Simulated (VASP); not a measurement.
AlRu, 2 atoms in the cell. The structure is orthorhombic, space group Cmmm (No. 65). The conventional cell has a = 4.183 Å, b = 4.278 Å, c = 2.992 Å, α = 90.00°, β = 90.00°, γ = 90.00°. Within 3.4 Å of Al (site symmetry mmm) lie 8 Ru at 2.57 to 2.61 Å and 6 Al at 2.99 Å. Ru (site symmetry mmm) has 8 Al at 2.57 to 2.61 Å and 6 Ru at 2.99 Å within 3.4 Å.  This cell differs from its parent crystal: strain +0.0225 x Voigt [0, 0, 0, 0, 1, 0].

```yaml
Program: VASP 6.6.1
Task: single point
Functional: PBEsol
Potentials_or_basis: VASP PAW PBE potentials, release 64 (Al, Ru_pv)
Cutoff: 520 eV
k_mesh: 16 × 16 × 16
Occupations: gaussian, width 0.15 eV
Spin: no spin polarisation
Dipole_correction: no
Further_INCAR_settings: ALGO = Fast; EDIFF = 1e-06; NBANDS = 16
```

Potentials or basis: VASP PAW PBE potentials, release 64 (Al, Ru_pv).

Command:

```console
$ cat potpaw_PBE.64/Al/POTCAR potpaw_PBE.64/Ru_pv/POTCAR > POTCAR
$ mpirun -np 1 vasp_std > vasp.out
```

Hardware: 1 thread of Intel(R) Xeon(R) Platinum 8259CL CPU @ 2.50GHz (Skylake/Cascade Lake), with other jobs on the host.

Problem. Estimate the wall time of this run.

Solution. It took 2.1 min on 1 thread of Intel(R) Xeon(R) Platinum 8259CL CPU @ 2.50GHz (Skylake/Cascade Lake) (shared host), peak memory 0.37 GiB. Counts: scf iterations 13, k points 657.
